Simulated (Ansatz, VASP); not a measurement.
# One calculation of Nb, two programs

```
CELL_PARAMETERS angstrom
0.00000 1.70874 1.70874
1.70874 0.00000 1.70874
1.70874 1.70874 0.00000
ATOMIC_POSITIONS crystal
Nb 0.00000 0.00000 0.00000
```

Change from the starting cell: volume scaled by 0.55, LAPW.

Alike in both runs: task single point; functional PBEsol; k mesh 16 × 16 × 16; occupations fermi-dirac, width 0.05 eV; no spin polarisation.

|  | VASP | Ansatz |
| --- | --- | --- |
| version | VASP 6.6.1 | Ansatz 0.2.0 |
| potentials or method | VASP PAW PBE potentials, release 64 (Nb_sv), cutoff 520 eV | all-electron LAPW, scalar-relativistic |

Ansatz gave:

| Quantity | Value |
| --- | --- |
| pressure (GPa) | 286.4 |

**Question.** Estimate VASP's values.

**Answer.** Pressure (GPa): 287.9.

VASP's potentials were made for PBE, not for PBEsol. Both programs put the cell under a high pressure, so it lies far from rest at this level. Ansatz ran all-electron here, and VASP with PAW potentials.

Noted on VASP's run: the cell as given lies far from equilibrium.
